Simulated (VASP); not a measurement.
W:

```
W
1.0
     4.47401    0.00000    0.00000
    -2.23700    3.87460    0.00000
     0.00000    0.00000    2.74257
W
3
Direct
  0.00000 0.00000 0.00000
  0.33333 0.66667 0.50000
  0.66667 0.33333 0.50000
```

This isn't the form of W at room conditions, which is bcc.

```yaml
Program: VASP 6.6.1
Task: relaxation of cell and atoms
Functional: PBE
Potentials_or_basis: VASP PAW PBE potentials, release 64 (W_sv)
Cutoff: 600 eV
k_mesh: 8 × 8 × 11
Occupations: fermi-dirac, width 0.1 eV
Spin: no spin polarisation
```

At the start: pressure 14.2 GPa; volume 15.85 Å³/atom.

Task: Where does the relaxation end?

Result: Over 10 steps the energy falls by 164.5 meV/atom and the volume is 16.58 Å³/atom (+4.6 %); space group P6/mmm (No. 191, to 0.1 Å) before and after.

Step by step:
```csv
step,energy change (eV),largest force (eV/Å),pressure (GPa),volume (Å³)
1,0.0000,0.0000,14.23,47.54
2,0.4183,0.0000,-27.09,57.41
3,-0.3979,0.0000,-9.25,51.52
4,-0.3990,0.0000,-8.12,51.27
5,-0.0381,0.0000,14.22,48.09
6,-0.4881,0.0000,-2.98,50.31
7,-0.4886,0.0000,-2.61,50.25
8,-0.4887,0.0000,-2.47,50.22
9,-0.4791,0.0000,4.58,48.93
10,-0.4935,0.0000,0.01,49.75
```

Final structure:
```yaml
crystal:
  lattice:
    - [4.68893, 0.00000, 0.00000]
    - [-2.34447, 4.06073, 0.00000]
    - [0.00000, 0.00000, 2.61268]
  atoms:
    - { symbol: W, position: [0.00000, 0.00000, 0.00000] }
    - { symbol: W, position: [0.33333, 0.66667, 0.50000] }
    - { symbol: W, position: [0.66667, 0.33333, 0.50000] }
```
